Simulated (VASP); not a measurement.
# Cr (Fd-3m) in VASP: further runs

Runs on Cr. Level: LDA. Tasks: single point.

Everything below comes from runs of VASP 6.6.1. Logs are shortened: lines on timing, memory, paths and dates and some standing lists are left out, and cuts for length are marked.

### Step 1. The cell of the first run

Symmetry: Fd-3m, No. 227, cubic system. The conventional cell has a = 4.737 Å, b = 4.737 Å, c = 4.737 Å, α = 90.00°, β = 90.00°, γ = 90.00°. Cr (site symmetry -43m) has 4 Cr at 2.05 Å within 2.7 Å.

This isn't the form of Cr at room conditions, which is bcc.

### Step 2. Single point, LDA (13.28 Å³/atom)

Input file INCAR:

```
SYSTEM = Cr
PREC = Accurate
ENCUT = 520
EDIFF = 1E-7
ISMEAR = -1
SIGMA = 0.1
LREAL = .False.
LASPH = .True.
NELM = 100
ALGO = Normal
ISIF = 2
LWAVE = .False.
LCHARG = .False.
NBANDS = 19
```

Input file KPOINTS:

```
regular mesh
0
Gamma
  18 18 18
  0 0 0
```

Input file POSCAR:

```
Cr
1.0
    0.0000000000      2.3682847572      2.3682847572
    2.3682847572      0.0000000000      2.3682847572
    2.3682847572      2.3682847572      0.0000000000
Cr
2
Direct
    0.1250000000      0.1250000000      0.1250000000
    0.8750000000      0.8750000000      0.8750000000
```

Potentials or basis: VASP PAW LDA potentials, release 64 (Cr_pv).

Command:

```console
> cat potpaw_LDA.64/Cr_pv/POTCAR > POTCAR
> mpirun -np 1 vasp_std > vasp.out
```

OUTCAR:

```text
SYSTEM = Cr
   PREC = Accurate
   ENCUT = 520
   EDIFF = 1E-7
   ISMEAR = -1
   LREAL = .False.
   LASPH = .True.
   NELM = 100
   ISIF = 2

 ion  position               nearest neighbor table
   1  0.125  0.125  0.125-   2 2.05   2 2.05   2 2.05   2 2.05
   2  0.875  0.875  0.875-   1 2.05   1 2.05   1 2.05   1 2.05

  LATTYP: Found a face centered cubic cell.
 ALAT       =     4.7365695144

  Lattice vectors:

 A1 = (   0.0000000000,   2.3682847572,   2.3682847572)
 A2 = (   2.3682847572,   0.0000000000,   2.3682847572)
 A3 = (   2.3682847572,   2.3682847572,   0.0000000000)

Analysis of symmetry for initial positions (statically):
=====================================================================
 Subroutine PRICEL returns:
 Original cell was already a primitive cell.

 Routine SETGRP: Setting up the symmetry group for a
 face centered cubic supercell.

 Subroutine GETGRP returns: Found 48 space group operations
 (whereof 12 operations were pure point group operations)
 out of a pool of 48 trial point group operations.

The static configuration has the point symmetry D_3d.
 The point group associated with its full space group is O_h .

Analysis of symmetry for dynamics (positions and initial velocities):
=====================================================================
 Subroutine PRICEL returns:
 Original cell was already a primitive cell.

 Routine SETGRP: Setting up the symmetry group for a
 face centered cubic supercell.

 Subroutine GETGRP returns: Found 48 space group operations
 (whereof 12 operations were pure point group operations)
 out of a pool of 48 trial point group operations.

The dynamic configuration has the point symmetry D_3d.
 The point group associated with its full space group is O_h .

 Subroutine INISYM returns: Found 48 space group operations
 (whereof 12 operations are pure point group operations),
 and found     1 'primitive' translations

----------------------------------------------------------------------------------------

                                     Primitive cell

  volume of cell :      26.5663

  direct lattice vectors                    reciprocal lattice vectors
     0.000000000  2.368284757  2.368284757    -0.211123261  0.211123261  0.211123261
     2.368284757  0.000000000  2.368284757     0.211123261 -0.211123261  0.211123261
     2.368284757  2.368284757  0.000000000     0.211123261  0.211123261 -0.211123261

  length of vectors
     3.349260423  3.349260423  3.349260423     0.365676214  0.365676214  0.365676214

  position of ions in fractional coordinates (direct lattice)
     0.125000000  0.125000000  0.125000000
     0.875000000  0.875000000  0.875000000

  ion indices of the primitive-cell ions
   primitive index   ion index
                 1           1
                 2           2

----------------------------------------------------------------------------------------

 KPOINTS: regular mesh

Automatic generation of k-mesh.
 Grid dimensions read from file:
 generate k-points for:   18   18   18

 Generating k-lattice:

  Cartesian coordinates                     Fractional coordinates (reciprocal lattice)
    -0.011729070  0.011729070  0.011729070     0.055555556  0.000000000  0.000000000
     0.011729070 -0.011729070  0.011729070     0.000000000  0.055555556  0.000000000
     0.011729070  0.011729070 -0.011729070     0.000000000  0.000000000  0.055555556

  Length of vectors
     0.020315345  0.020315345  0.020315345

  Shift w.r.t. Gamma in fractional coordinates (k-lattice)
     0.000000000  0.000000000  0.000000000

 Subroutine IBZKPT returns following result:
 ===========================================

 Found    195 irreducible k-points:

 Following reciprocal coordinates:
            Coordinates               Weight
  0.000000  0.000000  0.000000      1.000000
  0.055556  0.000000  0.000000      8.000000
  0.111111  0.000000  0.000000      8.000000
  0.166667  0.000000  0.000000      8.000000
  0.222222  0.000000  0.000000      8.000000
  0.277778  0.000000  0.000000      8.000000
[... 16 lines left out ...]
 -0.277778  0.055556  0.000000     24.000000
 -0.222222  0.055556  0.000000     24.000000
 [... further k-points ...]
   k-points           NKPTS =    195   k-points in BZ     NKDIM =    195   number of bands    NBANDS=     19
   number of dos      NEDOS =    301   number of ions     NIONS =      2
   total plane-waves  NPLWV =  21952
   dimension x,y,z NGX =    28 NGY =   28 NGZ =   28
   dimension x,y,z NGXF=    56 NGYF=   56 NGZF=   56
   ions per type =               2
   NGX,Y,Z   is equivalent  to a cutoff of  13.90, 13.90, 13.90 a.u.
   NGXF,Y,Z  is equivalent  to a cutoff of  27.80, 27.80, 27.80 a.u.
 SYSTEM =  Cr
   PREC   = accura    normal or accurate (medium, high low for compatibility)
   ISTART =      0    job   : 0-new  1-cont  2-samecut
   ICHARG =      2    charge: 1-file 2-atom 10-const
   ISPIN  =      1    spin polarized calculation?
   LNONCOLLINEAR =      F non collinear calculations
   LSORBIT =      F    spin-orbit coupling
   LASPH  =      T    aspherical Exc in radial PAW
   ENCUT  =  520.0 eV  38.22 Ry    6.18 a.u.   6.23  6.23  6.23*2*pi/ulx,y,z
   NELM   =    100;   NELMIN=  2; NELMDL= -5     # of ELM steps
   EDIFF  = 0.1E-06   stopping-criterion for ELM
   LREAL  =      F    real-space projection
   EDIFFG = 0.1E-05   stopping-criterion for IOM
   NSW    =      0    number of steps for IOM
   IBRION =     -1    ionic relax: 0-MD 1-quasi-New 2-CG
   NFREE  =      0    steps in history (QN), initial steepest desc. (CG)
   ISIF   =      2    stress and relaxation
   ISYM   =      2    0-nonsym 1-usesym 2-fastsym
   POTIM  = 0.5000    time-step for ionic-motion
   TEBEG  =    0.0;   TEEND  =   0.0 temperature during run
   PSTRESS=    0.0 pullay stress
   NELECT =      24.0000    total number of electrons
   NUPDOWN=      -1.0000    fix difference up-down
   EMIN   =  10.00;   EMAX   =-10.00  energy-range for DOS
   EFERMI =   0.00;   METHOD = LEGACY
   ISMEAR =    -1;   SIGMA  =   0.10  broadening in eV -4-tet -1-fermi 0-gaus
   EFERMI_NEDOS =   21; number of points for ismear=-14 and -15
   IALGO  =     38    algorithm
   IMIX   =      4    mixing-type and parameters
     AMIX     =   0.40;   BMIX     =  1.00
     AMIX_MAG =   1.60;   BMIX_MAG =  1.00
  volume/ion in A,a.u.               =      13.28        89.64
  Fermi-wavevector in a.u.,A,eV,Ry     =   1.582588  2.990659 34.076964  2.504586
  Thomas-Fermi vector in A             =   2.682489
   LORBIT       =      0    0 simple, 1 ext, 2 COOP (PROOUT), +10 PAW based schemes
   GGA     = CA    functional components
   LHFCALC =     F    Hartree Fock is set to
   AEXX    =    0.0000 exact exchange contribution
   IVDW    =     0    specifies the selected vdW correction
   LEPSILON=     F    determine dielectric tensor
   LRPA    =     F    only Hartree local field effects (RPA)
 non-spin polarized calculation
  energy-cutoff  :      520.00
  volume of cell :       26.57
 maximum number of plane-waves:       726
 NGX is ok and might be reduce to    28
   NGX = 13   NGY = 13   NGZ = 13

 number of electron      23.9999996 magnetization

 Free energy of the ion-electron system (eV)
  ---------------------------------------------------
  ext. energy  EPLUGINS =         0.00000000
  ---------------------------------------------------
  free energy    TOTEN  =       -16.60978180 eV

  energy without entropy =      -16.51130307  energy(sigma->0) =      -16.56054244

 E-fermi :   8.6456     XC(G=0): -12.7784

 val. band max:        8.6335175842   @ k =   0.2778   0.1111   0.0000
 cond. band min:       8.6479704439   @ k =   0.5000   0.3889   0.0000
 fundamental gap:      0.0144528597
 Fermi energy:         8.6456262928

 k-point     1 :       0.0000    0.0000    0.0000
  band No.  band energies     occupation
      1     -34.0001      2.00000
      2     -34.0001      2.00000
      3     -34.0001      2.00000
      4     -32.5998      2.00000
      5     -32.5998      2.00000
      6     -32.5998      2.00000
[... 11 lines left out ...]
     18      15.4055      0.00000
     19      15.4161      0.00000

 k-point     2 :       0.0556    0.0000    0.0000
  band No.  band energies     occupation
      1     -34.0064      2.00000
      2     -34.0064      2.00000
      3     -34.0013      2.00000
      4     -32.5997      2.00000
      5     -32.5931      2.00000
      6     -32.5931      2.00000
[... 11 lines left out ...]
     18      15.4055      0.00000
     19      15.4161      0.00000

 k-point     3 :       0.1111    0.0000    0.0000
  band No.  band energies     occupation
      1     -34.0243      2.00000
      2     -34.0243      2.00000
      3     -34.0049      2.00000
      4     -32.5992      2.00000
      5     -32.5743      2.00000
      6     -32.5743      2.00000
[... 11 lines left out ...]
     18      15.4057      0.00000
     19      15.4159      0.00000

 k-point     4 :       0.1667    0.0000    0.0000
  band No.  band energies     occupation
      1     -34.0509      2.00000
      2     -34.0509      2.00000
      3     -34.0109      2.00000
      4     -32.5978      2.00000
      5     -32.5464      2.00000
      6     -32.5464      2.00000
[... 11 lines left out ...]
     18      15.4060      0.00000
     19      15.4156      0.00000

 k-point     5 :       0.2222    0.0000    0.0000
  band No.  band energies     occupation
      1     -34.0821      2.00000
      2     -34.0821      2.00000
      3     -34.0192      2.00000
      4     -32.5952      2.00000
      5     -32.5135      2.00000
      6     -32.5135      2.00000
[... 11 lines left out ...]
     18      15.4064      0.00000
     19      15.4153      0.00000
[... 334 lines left out ...]
      2     -34.1693      2.00000
      3     -34.0063      2.00000
      4     -32.6163      2.00000
      5     -32.4212      2.00000
      6     -32.3844      2.00000
[... 11 lines left out ...]
     18      14.5841      0.00000
     19      15.4144      0.00000

 k-point    22 :      -0.3333    0.0556    0.0000
  band No.  band energies     occupation
      1     -34.1948      2.00000
      2     -34.1457      2.00000
      3     -34.0031      2.00000
      4     -32.6173      2.00000
      5     -32.4461      2.00000
      6     -32.4036      2.00000
[... 11 lines left out ...]
     18      15.4070      0.00000
     19      15.4130      0.00000

 k-point    23 :      -0.2778    0.0556    0.0000
  band No.  band energies     occupation
      1     -34.1666      2.00000
      2     -34.1163      2.00000
      3     -33.9993      2.00000
      4     -32.6180      2.00000
      5     -32.4771      2.00000
      6     -32.4316      2.00000
[... 11 lines left out ...]
     18      15.4070      0.00000
     19      15.4145      0.00000

 k-point    24 :      -0.2222    0.0556    0.0000
  band No.  band energies     occupation
      1     -34.1324      2.00000
      2     -34.0843      2.00000
      3     -33.9959      2.00000
      4     -32.6175      2.00000
      5     -32.5109      2.00000
      6     -32.4657      2.00000
[... 11 lines left out ...]
     18      15.4066      0.00000
     19      15.4150      0.00000

 [... further k-points ...]
[... 5 lines left out ...]
  --------------------------------------------------------------------------------------
  -------------------------------------------------------------------------------------
  Total        3.7733195      3.7733195      3.7733195     -0.0000000      0.0000000      0.0000000
  in kB      227.5633972    227.5633972    227.5633972     -0.0000000      0.0000000      0.0000000
  external PRESSURE =     227.5633972 kB  Pullay stress =       0.0000000 kB

 VOLUME and BASIS-vectors are now :
 -----------------------------------------------------------------------------
  energy-cutoff  :      520.00
  volume of cell :       26.57
      direct lattice vectors                 reciprocal lattice vectors
     0.000000000  2.368284757  2.368284757    -0.211123261  0.211123261  0.211123261
     2.368284757  0.000000000  2.368284757     0.211123261 -0.211123261  0.211123261
     2.368284757  2.368284757  0.000000000     0.211123261  0.211123261 -0.211123261

 POSITION                                       TOTAL-FORCE (eV/Angst)
 -----------------------------------------------------------------------------------
      0.59207      0.59207      0.59207         0.000000     -0.000000      0.000000
      4.14450      4.14450      4.14450        -0.000000      0.000000     -0.000000
 -----------------------------------------------------------------------------------
    total drift:                                0.000000     -0.000000     -0.000000

  FREE ENERGIE OF THE ION-ELECTRON SYSTEM (eV)
  ---------------------------------------------------
  free  energy   TOTEN  =       -16.6097818048 eV

  energy  without entropy=      -16.5113030744  energy(sigma->0) =      -16.56054244
```

It took 2 min on 1 thread of Intel Xeon 8259CL, shared host; peak memory 0.2 GiB.

Results:

```yaml
Free_energy: -16.6098 eV
Pressure: 22.8 GPa
Band_gap_on_the_k_mesh: zero (bands 12 and 13 overlap by 0.73 eV)
```

Levels at points of the mesh, in eV from the Fermi level:
| k point | band 8 | band 9 | band 10 | band 11 | band 12 | band 13 | band 14 | band 15 | band 16 | band 17 |
| --- | --- | --- | --- | --- | --- | --- | --- | --- | --- | --- |
| (0.00, 0.00, 0.00) | -2.38 | -2.38 | -1.42 | -1.42 | -1.42 | 1.22 | 1.22 | 1.22 | 3.90 | 3.90 |
| (0.50, 0.00, 0.00) | -2.27 | -2.24 | -2.24 | -1.57 | -1.57 | 0.28 | 2.20 | 2.20 | 3.43 | 3.43 |
| (0.50, 0.50, 0.00) | -3.75 | -1.47 | -1.47 | 0.38 | 0.38 | 0.63 | 0.63 | 3.71 | 3.71 | 5.01 |

Caveat: the cell stands under pressure; the run has no spin polarisation, though such a crystal can be magnetic. Spin polarisation is off, so any magnetic state and its effect on volume and gap are missing.

### Step 3. Single point, LDA (13.89 Å³/atom)

This run uses another cell than the first one, of 13.89 Å³/atom.

Input file INCAR:

```
SYSTEM = Cr
ALGO = Normal ; EDIFF = 1E-6
ENCUT = 520 ; ISIF = 2
ISMEAR = -1 ; LASPH = .True.
LCHARG = .False. ; LREAL = .False.
LWAVE = .False. ; NBANDS = 19
NELM = 60 ; PREC = Accurate
SIGMA = 0.1
```

Input file KPOINTS:

```
k-points
0
Gamma
  18 18 18
  0 0 0
```

Input file POSCAR:

```
Cr
1.0
    0.0000000000      2.4036375029      2.4036375029
    2.4036375029      0.0000000000      2.4036375029
    2.4036375029      2.4036375029      0.0000000000
Cr
2
Direct
    0.1250000000      0.1250000000      0.1250000000
    0.8750000000      0.8750000000      0.8750000000
```

Potentials or basis: VASP PAW LDA potentials, release 64 (Cr_pv).

Command:

```console
> cat potpaw_LDA.64/Cr_pv/POTCAR > POTCAR
> mpirun -np 1 vasp_std > vasp.out
```

Wall time 1.9 min (1 thread of Intel Xeon 8259CL, shared host); peak memory 0.2 GiB.

The run converged. Its results:

```
Free energy            : -16.7465 eV
Pressure               : 13.7 GPa
Band gap on the k mesh : zero (bands 12 and 13 overlap by 0.70 eV)
```

Levels at points of the mesh, in eV from the Fermi level:
| k point | band 9 | band 10 | band 11 | band 12 | band 13 | band 14 | band 15 | band 16 |
| --- | --- | --- | --- | --- | --- | --- | --- | --- |
| (0.00, 0.00, 0.00) | -2.19 | -1.33 | -1.33 | -1.33 | 1.18 | 1.18 | 1.18 | 3.73 |
| (0.50, 0.00, 0.00) | -2.06 | -2.06 | -1.45 | -1.45 | 0.21 | 2.12 | 2.12 | 3.29 |
| (0.50, 0.50, 0.00) | -1.35 | -1.35 | 0.27 | 0.27 | 0.66 | 0.66 | 3.56 | 3.56 |

Caveat: the cell stands under pressure; the run has no spin polarisation, though such a crystal can be magnetic. Spin polarisation is off, so any magnetic state and its effect on volume and gap are missing.

### Step 4. Single point, LDA (14.49 Å³/atom)

This run uses another cell than the first one, of 14.49 Å³/atom.

Input file INCAR:

```
SYSTEM = Cr
  ALGO = Normal
  EDIFF = 1E-7
  ENCUT = 520
  GGA = CA
  ISIF = 2
  ISMEAR = -1
  LASPH = .True.
  LCHARG = .True.
  LELF = .True.
  LREAL = .False.
  LVHAR = .True.
  LWAVE = .False.
  NBANDS = 19
  NELM = 100
  PREC = Accurate
  SIGMA = 0.1
```

KPOINTS is that of step 3.

Input file POSCAR:

```
Cr
1.0
    0.0000000000      2.4379798214      2.4379798214
    2.4379798214      0.0000000000      2.4379798214
    2.4379798214      2.4379798214      0.0000000000
Cr
2
Direct
    0.1250000000      0.1250000000      0.1250000000
    0.8750000000      0.8750000000      0.8750000000
```

Command:

```console
> cat potpaw_LDA.64/Cr_pv/POTCAR > POTCAR
> mpirun -np 1 vasp_std > vasp.out
```

Run time: 2.1 min. Hardware: 1 thread of Intel Xeon 8259CL, shared host; peak memory 0.21 GiB.

The run converged. Its results:

```yaml
Free_energy: -16.8225 eV
Pressure: 6.6 GPa
Band_gap_on_the_k_mesh: zero (bands 12 and 13 overlap by 0.63 eV)
```

Levels at points of the mesh, in eV from the Fermi level:
```tsv
k point	band 10	band 11	band 12	band 13	band 14	band 15
(0.00, 0.00, 0.00)	-1.25	-1.25	-1.25	1.16	1.16	1.16
(0.50, 0.00, 0.00)	-1.90	-1.35	-1.35	0.16	2.03	2.03
(0.50, 0.50, 0.00)	-1.25	0.17	0.17	0.68	0.68	3.42
```

Caveat: the cell stands under pressure; the run has no spin polarisation, though such a crystal can be magnetic. Spin polarisation is off, so any magnetic state and its effect on volume and gap are missing.

[end of part 1 of 2]
